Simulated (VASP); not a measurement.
Input of a VASP 6.6.1 run:

Contents of INCAR:

```
ALGO = Fast
EDIFF = 1E-6
ENCUT = 520
GGA = PE
ISIF = 2
ISMEAR = 0
LASPH = T
LCHARG = F
LREAL = F
LWAVE = F
NBANDS = 11
NELM = 80
PREC = Accurate
SIGMA = 0.1
```

Contents of KPOINTS:

```
k-points
0
Gamma
  12 12 8
```

Contents of POSCAR:

```
Ba
1.0
    1.9381088000     -3.6040830000     -0.0782000000
    1.9381088000      3.6040830000     -0.0782000000
   -0.2280000000      0.0000000000      5.5162890000
Ba
1
Direct
    0.0000000000      0.0000000000      0.0000000000
```

Potentials or basis: VASP PAW PBE potentials, release 64 (Ba_sv).

Command:

```sh
$ cat potpaw_PBE.64/Ba_sv/POTCAR > POTCAR
$ mpirun -np 1 vasp_std > vasp.out
```

Q: Predict the band gap on the k mesh.

A: Zero (bands 5 and 6 overlap by 1.00 eV).

Q: What does it give for the pressure?

A: 0.7 GPa.

Stress tensor (GPa, compression positive):
```
 2.98  0.00 -0.23
 0.00  1.56  0.00
-0.23  0.00 -2.50
```

Caveat: the cell differs from its parent crystal (strained); the stress differs along the axes, from -3 to 3 GPa; spin-orbit coupling is left out, which moves the levels of the heavy elements.
